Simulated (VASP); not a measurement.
Write the native input for VASP 6.6.1 that does the following.

| Quantity | Value |
| --- | --- |
| Task | single point |
| Functional | PBEsol |
| Potentials or basis | VASP PAW PBE potentials, release 64 (Ta_pv, N) |
| Cutoff | 520 eV |
| k mesh | 15 × 15 × 8 |
| Occupations | gaussian, width 0.15 eV |
| Spin | no spin polarisation |
| Dipole correction | no |
| Further INCAR settings | ALGO = Normal; EDIFF = 1e-06; NBANDS = 24 |

The structure of TaN lies in POSCAR:

```
TaN
1.0
    2.8891806446      0.0000000000      0.0000000000
   -1.4445903223      2.5021038344      0.0000000000
    0.0000000000      0.0000000000      5.8600190937
Ta N
2 2
Direct
   -0.0611535795     -0.0567522411      0.0000000000
    0.0611535795      0.0567522411      0.5000000000
    0.3333333333      0.6666666667      0.2500000000
    0.6666666667      0.3333333333      0.7500000000
```

This cell differs from its parent crystal: mode 4 frozen in at -0.095 Å and mode 5 at -0.142 Å (largest displacements).

These files were run (other wordings do the same):

INCAR

```
SYSTEM = TaN
ALGO = Normal
EDIFF = 1E-6
ENCUT = 520
GGA = PS
ISIF = 2
ISMEAR = 0
LASPH = .True.
LCHARG = .True.
LELF = .True.
LREAL = .False.
LVHAR = .True.
LWAVE = .False.
NBANDS = 24
NELM = 80
PREC = Accurate
SIGMA = 0.15
```

KPOINTS

```
k-points
0
Gamma
  15 15 8
  0 0 0
```

Potentials or basis: VASP PAW PBE potentials, release 64 (Ta_pv, N).

Command:

```console
$ cat potpaw_PBE.64/Ta_pv/POTCAR potpaw_PBE.64/N/POTCAR > POTCAR
$ mpirun -np 1 vasp_std > vasp.out
```

It gave:

The pressure is 5.8 GPa, the largest force is 2.376 eV/Å and the band gap on the k mesh is zero (band 16 reaches 8.69 eV, above the bottom of band 17 at 7.96 eV).

Caveat: the cell differs from its parent crystal (mode 4 frozen in at -0.095 Å and mode 5 at -0.142 Å (largest displacements)); the PAW data sets were made with another functional, which shifts forces and pressure a little; spin-orbit coupling is left out, which moves the levels of the heavy elements.

Run time: 8.7 min on 1 thread of Oxide Virtual Turin-like Processor, with other jobs on the host, peak memory 0.53 GiB.
